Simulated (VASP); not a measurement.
**RbBr: single point with PBE**

The system is RbBr.

```
CELL_PARAMETERS angstrom
4.29112 0.00000 0.00000
0.00000 4.29112 0.00000
0.00000 0.00000 3.96103
ATOMIC_POSITIONS crystal
Rb 0.00000 0.00000 0.00000
Br 0.50000 0.50000 0.50000
```

This cell differs from its parent crystal: strain +0.040 along x and y, -0.040 along z.

```yaml
Program: VASP 6.6.1
Task: single point
Functional: PBE
Potentials_or_basis: VASP PAW PBE potentials, release 64 (Rb_sv, Br)
Cutoff: 520 eV
k_mesh: 6 × 6 × 6
Occupations: gaussian, width 0.05 eV
Spin: no spin polarisation
Dipole_correction: no
Further_INCAR_settings: ALGO = Normal; EDIFF = 1e-06; NBANDS = 15
```

```json
{
 "Pressure": "0.2 GPa",
 "Band gap on the k mesh": "3.65 eV, indirect (least direct gap 3.77 eV)"
}
```

Stress tensor (GPa, compression positive):
```
-0.56  0.00  0.00
 0.00 -0.56  0.00
 0.00  0.00  1.80
```

Levels at points of the mesh, in eV from the valence-band top:
```tsv
k point	band 6	band 7	band 8	band 9	band 10	band 11
(0.00, 0.00, 0.00)	-0.53	-0.53	-0.12	3.65	5.20	5.53
(0.50, 0.00, 0.00)	-1.87	-0.63	-0.16	6.39	6.60	7.13
(0.50, 0.50, 0.00)	-1.26	-1.26	0.00	4.87	6.29	8.20
(0.00, 0.00, 0.50)	-1.91	-0.54	-0.54	6.73	6.74	7.43
(0.50, 0.00, 0.50)	-1.37	-1.17	-0.34	5.11	5.72	7.29
(0.50, 0.50, 0.50)	-1.59	-1.45	-1.45	7.74	7.74	8.05
```

Run time: 16 s on 1 thread of AMD EPYC 9R45 96-Core Processor (Zen 5) (shared host), peak memory 0.17 GiB.

Caveat: the cell differs from its parent crystal (strain +0.040 along x and y, -0.040 along z). A k mesh can miss the band edges.
